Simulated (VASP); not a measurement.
# Os (Im-3m) in VASP: density of states with PBE

Aim: the density of states of Os with PBE.

Everything below comes from runs of VASP 6.6.1. Logs are shortened: lines on timing, memory, paths and dates and some standing lists are left out, and cuts for length are marked.

### Step 1. The cell of the first run

Symmetry: Im-3m, No. 229, cubic system. The conventional cell has a = 3.447 Å, b = 3.447 Å, c = 3.447 Å, α = 90.00°, β = 90.00°, γ = 90.00°. Os (site symmetry m-3m) has 14 Os at 2.99 to 3.45 Å within 3.9 Å.

### Step 2. Density of states, PBE

POSCAR

```
Os
1.0
   -1.7235890000      1.7235890000      1.7235890000
    1.7235890000     -1.7235890000      1.7235890000
    1.7235890000      1.7235890000     -1.7235890000
Os
1
Direct
    0.0000000000      0.0000000000      0.0000000000
```

INCAR.step1

```
SYSTEM = Os
PREC = Accurate
ENCUT = 520
EDIFF = 1E-6
ISMEAR = -1
SIGMA = 0.0137
LREAL = .False.
LASPH = .True.
NELM = 100
ALGO = Normal
ISIF = 2
LWAVE = .False.
LCHARG = .True.
LMAXMIX = 4
GGA = PE
NBANDS = 10
```

KPOINTS.step1

```
Automatic mesh
0
Gamma
  14 14 14
  0 0 0
```

INCAR.step2

```
SYSTEM = Os
PREC = Accurate
ENCUT = 520
EDIFF = 1E-6
ISMEAR = -5
SIGMA = 0.0137
LREAL = .False.
LASPH = .True.
NELM = 100
ALGO = Normal
ISIF = 2
LWAVE = .False.
LCHARG = .False.
LMAXMIX = 4
GGA = PE
LORBIT = 10
NBANDS = 10
NEDOS = 2001
ICHARG = 11
```

KPOINTS.step2

```
Automatic mesh
0
Gamma
  21 21 21
  0 0 0
```

Potentials or basis: VASP PAW PBE potentials, release 64 (Os).

The run is started by

```console
$ cat potpaw_PBE.64/Os/POTCAR > POTCAR
$ cp INCAR.step1 INCAR
$ cp KPOINTS.step1 KPOINTS
$ mpirun -np 1 vasp_std > vasp.out
$ cp INCAR.step2 INCAR
$ cp KPOINTS.step2 KPOINTS
$ mpirun -np 1 vasp_std > vasp.out
```

OUTCAR:

```text
SYSTEM = Os
   PREC = Accurate
   ENCUT = 520
   EDIFF = 1E-6
   ISMEAR = -5
   LREAL = .False.
   LASPH = .True.
   NELM = 100
   ISIF = 2
   GGA = PE
   LORBIT = 10
   ICHARG = 11

 ion  position               nearest neighbor table
   1  0.000  0.000  0.000-

  LATTYP: Found a body centered cubic cell.
 ALAT       =     3.4471780000

  Lattice vectors:

 A1 = (  -1.7235890000,   1.7235890000,   1.7235890000)
 A2 = (   1.7235890000,  -1.7235890000,   1.7235890000)
 A3 = (   1.7235890000,   1.7235890000,  -1.7235890000)

Analysis of symmetry for initial positions (statically):
=====================================================================
 Subroutine PRICEL returns:
 Original cell was already a primitive cell.

 Routine SETGRP: Setting up the symmetry group for a
 body centered cubic supercell.

 Subroutine GETGRP returns: Found 48 space group operations
 (whereof 48 operations were pure point group operations)
 out of a pool of 48 trial point group operations.

The static configuration has the point symmetry O_h .

Analysis of symmetry for dynamics (positions and initial velocities):
=====================================================================
 Subroutine PRICEL returns:
 Original cell was already a primitive cell.

 Routine SETGRP: Setting up the symmetry group for a
 body centered cubic supercell.

 Subroutine GETGRP returns: Found 48 space group operations
 (whereof 48 operations were pure point group operations)
 out of a pool of 48 trial point group operations.

The dynamic configuration has the point symmetry O_h .

 Subroutine INISYM returns: Found 48 space group operations
 (whereof 48 operations are pure point group operations),
 and found     1 'primitive' translations

----------------------------------------------------------------------------------------

                                     Primitive cell

  volume of cell :      20.4815

  direct lattice vectors                    reciprocal lattice vectors
    -1.723589000  1.723589000  1.723589000     0.000000000  0.290092360  0.290092360
     1.723589000 -1.723589000  1.723589000     0.290092360  0.000000000  0.290092360
     1.723589000  1.723589000 -1.723589000     0.290092360  0.290092360  0.000000000

  length of vectors
     2.985343719  2.985343719  2.985343719     0.410252549  0.410252549  0.410252549

  position of ions in fractional coordinates (direct lattice)
     0.000000000  0.000000000  0.000000000

  ion indices of the primitive-cell ions
   primitive index   ion index
                 1           1

----------------------------------------------------------------------------------------

 KPOINTS: Automatic mesh

Automatic generation of k-mesh.
 Grid dimensions read from file:
 generate k-points for:   21   21   21

 Generating k-lattice:

  Cartesian coordinates                     Fractional coordinates (reciprocal lattice)
     0.000000000  0.013813922  0.013813922     0.047619048  0.000000000  0.000000000
     0.013813922  0.000000000  0.013813922     0.000000000  0.047619048  0.000000000
     0.013813922  0.013813922  0.000000000     0.000000000  0.000000000  0.047619048

  Length of vectors
     0.019535836  0.019535836  0.019535836

  Shift w.r.t. Gamma in fractional coordinates (k-lattice)
     0.000000000  0.000000000  0.000000000

 TETIRR: Found  10986 inequivalent tetrahedra from    55566

 Subroutine IBZKPT returns following result:
 ===========================================

 Found    286 irreducible k-points:

 Following reciprocal coordinates:
            Coordinates               Weight
  0.000000  0.000000  0.000000      1.000000
  0.047619  0.000000  0.000000     12.000000
  0.095238  0.000000  0.000000     12.000000
  0.142857  0.000000  0.000000     12.000000
  0.190476  0.000000  0.000000     12.000000
  0.238095  0.000000  0.000000     12.000000
[... 16 lines left out ...]
  0.142857  0.095238 -0.000000     48.000000
  0.190476  0.095238  0.000000     48.000000
 [... further k-points ...]
   k-points           NKPTS =    286   k-points in BZ     NKDIM =    286   number of bands    NBANDS=     10
   number of dos      NEDOS =   2001   number of ions     NIONS =      1
   total plane-waves  NPLWV =  13824
   dimension x,y,z NGX =    24 NGY =   24 NGZ =   24
   dimension x,y,z NGXF=    48 NGYF=   48 NGZF=   48
   ions per type =               1
   NGX,Y,Z   is equivalent  to a cutoff of  13.36, 13.36, 13.36 a.u.
   NGXF,Y,Z  is equivalent  to a cutoff of  26.73, 26.73, 26.73 a.u.
 SYSTEM =  Os
   PREC   = accura    normal or accurate (medium, high low for compatibility)
   ISTART =      0    job   : 0-new  1-cont  2-samecut
   ICHARG =     11    charge: 1-file 2-atom 10-const
   ISPIN  =      1    spin polarized calculation?
   LNONCOLLINEAR =      F non collinear calculations
   LSORBIT =      F    spin-orbit coupling
   LASPH  =      T    aspherical Exc in radial PAW
   ENCUT  =  520.0 eV  38.22 Ry    6.18 a.u.   5.55  5.55  5.55*2*pi/ulx,y,z
   NELM   =    100;   NELMIN=  2; NELMDL=  0     # of ELM steps
   EDIFF  = 0.1E-05   stopping-criterion for ELM
   LREAL  =      F    real-space projection
   EDIFFG = 0.1E-04   stopping-criterion for IOM
   NSW    =      0    number of steps for IOM
   IBRION =     -1    ionic relax: 0-MD 1-quasi-New 2-CG
   NFREE  =      0    steps in history (QN), initial steepest desc. (CG)
   ISIF   =      2    stress and relaxation
   ISYM   =      2    0-nonsym 1-usesym 2-fastsym
   POTIM  = 0.5000    time-step for ionic-motion
   TEBEG  =    0.0;   TEEND  =   0.0 temperature during run
   PSTRESS=    0.0 pullay stress
   NELECT =       8.0000    total number of electrons
   NUPDOWN=      -1.0000    fix difference up-down
   EMIN   =  10.00;   EMAX   =-10.00  energy-range for DOS
   EFERMI =   0.00;   METHOD = LEGACY
   ISMEAR =    -5;   SIGMA  =   0.01  broadening in eV -4-tet -1-fermi 0-gaus
   EFERMI_NEDOS =   21; number of points for ismear=-14 and -15
   IALGO  =     38    algorithm
   IMIX   =      4    mixing-type and parameters
     AMIX     =   0.40;   BMIX     =  1.00
     AMIX_MAG =   1.60;   BMIX_MAG =  1.00
  volume/ion in A,a.u.               =      20.48       138.22
  Fermi-wavevector in a.u.,A,eV,Ry     =   1.196698  2.261431 19.484704  1.432085
  Thomas-Fermi vector in A             =   2.332631
   LORBIT       =     10    0 simple, 1 ext, 2 COOP (PROOUT), +10 PAW based schemes
   GGA     = PE    functional components
   LHFCALC =     F    Hartree Fock is set to
   AEXX    =    0.0000 exact exchange contribution
   IVDW    =     0    specifies the selected vdW correction
   LEPSILON=     F    determine dielectric tensor
   LRPA    =     F    only Hartree local field effects (RPA)
 non-spin polarized calculation
 Fermi weights with tetrahedron method with Bloechl corrections
  energy-cutoff  :      520.00
  volume of cell :       20.48
 maximum number of plane-waves:       568

 number of electron       8.0000000 magnetization

 Free energy of the ion-electron system (eV)
  ---------------------------------------------------
  ext. energy  EPLUGINS =         0.00000000
  ---------------------------------------------------
  free energy    TOTEN  =        -9.08635121 eV

  energy without entropy =       -9.08635121  energy(sigma->0) =       -9.08635121

 E-fermi :   4.7641     XC(G=0): -11.9276

 val. band max:        4.8241231102   @ k =  -0.3810   0.3810   0.3810
 cond. band min:       4.7602875832   @ k =   0.1429   0.0952   0.0952
 fundamental gap:     -0.0638355270
 Fermi energy:         4.7640524782

 k-point     1 :       0.0000    0.0000    0.0000
  band No.  band energies     occupation
      1      -3.1486      2.00000
      2       2.7547      2.00000
      3       2.7547      2.00000
      4       2.7547      2.00000
      5       4.7582      2.00000
      6       4.7582      1.61356
      7      20.4136      0.00000
      8      20.4136      0.00000
      9      20.4136      0.00000
     10      27.7584      0.00000

 k-point     2 :       0.0476    0.0000    0.0000
  band No.  band energies     occupation
      1      -3.0723      2.00000
      2       2.7237      2.00000
      3       2.7535      2.00000
      4       2.8159      2.00000
      5       4.7181      2.00000
      6       4.7604      1.09832
      7      20.4466      0.00000
      8      20.4585      0.00000
      9      20.5248      0.00000
     10      26.5320      0.00000

 k-point     3 :       0.0952    0.0000    0.0000
  band No.  band energies     occupation
      1      -2.8468      2.00000
      2       2.6351      2.00000
      3       2.7449      2.00000
      4       2.9976      2.00000
      5       4.6159      2.00000
      6       4.7679      0.20573
      7      20.4968      0.00000
      8      20.4996      0.00000
      9      20.8518      0.00000
     10      25.3379      0.00000

 k-point     4 :       0.1429    0.0000    0.0000
  band No.  band energies     occupation
      1      -2.4841      2.00000
      2       2.4998      2.00000
      3       2.7177      2.00000
      4       3.2937      2.00000
      5       4.4987      2.00000
      6       4.7823      0.06211
      7      20.1955      0.00000
      8      20.4049      0.00000
      9      21.3754      0.00000
     10      24.2251      0.00000

 k-point     5 :       0.1905    0.0000    0.0000
  band No.  band energies     occupation
      1      -2.0082      2.00000
      2       2.3336      2.00000
      3       2.6696      2.00000
      4       3.6934      2.00000
      5       4.4197      2.00000
      6       4.8056     -0.00234
      7      19.1507      0.00000
      8      19.9894      0.00000
      9      22.0652      0.00000
     10      23.8829      0.00000

 k-point     6 :       0.2381    0.0000    0.0000
  band No.  band energies     occupation
      1      -1.4636      2.00000
      2       2.1541      2.00000
      3       2.6356      2.00000
      4       4.1795      2.00000
      5       4.4087      2.02383
      6       4.8391      0.00000
      7      17.5743      0.00000
      8      19.3033      0.00000
      9      22.8801      0.00000
     10      23.1922      0.00000
[... 183 lines left out ...]
 k-point    21 :       0.4762    0.0476    0.0000
  band No.  band energies     occupation
      1      -0.0760      2.00000
      2       1.5610      2.00000
      3       4.5831      2.00000
      4       4.5910      1.99003
      5       5.3285      0.00000
      6       6.7575      0.00000
      7      10.1016      0.00000
      8      16.6607      0.00000
      9      18.0547      0.00000
     10      26.0916      0.00000

 k-point    22 :       0.0952    0.0952    0.0000
  band No.  band energies     occupation
      1      -2.2715      2.00000
      2       2.4951      2.00000
      3       2.5892      2.00000
      4       3.5128      2.00000
      5       4.4106      2.00000
      6       4.8241     -0.01731
      7      20.1392      0.00000
      8      20.3333      0.00000
      9      21.2647      0.00000
     10      23.1034      0.00000

 k-point    23 :       0.1429    0.0952   -0.0000
  band No.  band energies     occupation
      1      -1.8033      2.00000
      2       2.3512      2.00000
      3       2.5044      2.00000
      4       3.9373      2.00000
      5       4.3253      2.00269
      6       4.8706     -0.07179
      7      19.1454      0.00000
      8      19.7330      0.00000
      9      21.7096      0.00000
     10      22.2269      0.00000

 k-point    24 :       0.1905    0.0952    0.0000
  band No.  band energies     occupation
      1      -1.2631      2.00000
      2       2.1784      2.00000
      3       2.4476      2.00000
      4       4.2985      2.00000
      5       4.4577      2.07431
      6       4.9193     -0.00383
      7      17.5278      0.00000
      8      19.0962      0.00000
      9      21.2773      0.00000
     10      22.4552      0.00000

 [... further k-points ...]

------------------------ aborting loop because EDIFF is reached ----------------------------------------

  FORCE on cell =-STRESS in cart. coord.  units (eV):
  Direction    XX          YY          ZZ          XY          YZ          ZX
  --------------------------------------------------------------------------------------
  -------------------------------------------------------------------------------------
  Total       -6.6311397     -6.6311397     -6.6311397      0.0000000      0.0000000      0.0000000
  in kB     -518.7255327   -518.7255327   -518.7255327      0.0000000      0.0000000      0.0000000
  external PRESSURE =    -518.7255327 kB  Pullay stress =       0.0000000 kB

 VOLUME and BASIS-vectors are now :
 -----------------------------------------------------------------------------
  energy-cutoff  :      520.00
  volume of cell :       20.48
      direct lattice vectors                 reciprocal lattice vectors
    -1.723589000  1.723589000  1.723589000     0.000000000  0.290092360  0.290092360
     1.723589000 -1.723589000  1.723589000     0.290092360  0.000000000  0.290092360
     1.723589000  1.723589000 -1.723589000     0.290092360  0.290092360  0.000000000

 POSITION                                       TOTAL-FORCE (eV/Angst)
 -----------------------------------------------------------------------------------
      0.00000      0.00000      0.00000         0.000000     -0.000000     -0.000000
 -----------------------------------------------------------------------------------
    total drift:                                0.000000      0.000000      0.000000

  FREE ENERGIE OF THE ION-ELECTRON SYSTEM (eV)
  ---------------------------------------------------
  free  energy   TOTEN  =        -9.0863512082 eV

  energy  without entropy=       -9.0863512082  energy(sigma->0) =       -9.08635121

 total charge

# of ion       s       p       d       tot
------------------------------------------
    1        0.497   0.372   5.655   6.525
```

Run time: 16 s. Hardware: 1 thread of Intel Xeon Platinum 8481C at 2.70GHz (Sapphire Rapids), shared host; peak memory 0.2 GiB.

What came out:

```yaml
Valence_electrons_inside_the_program's_atomic_spheres: Os 6.53
```

Caveat: spin-orbit coupling is left out, which moves the levels of the heavy elements; tetrahedron occupations give inexact forces and stress in metals.
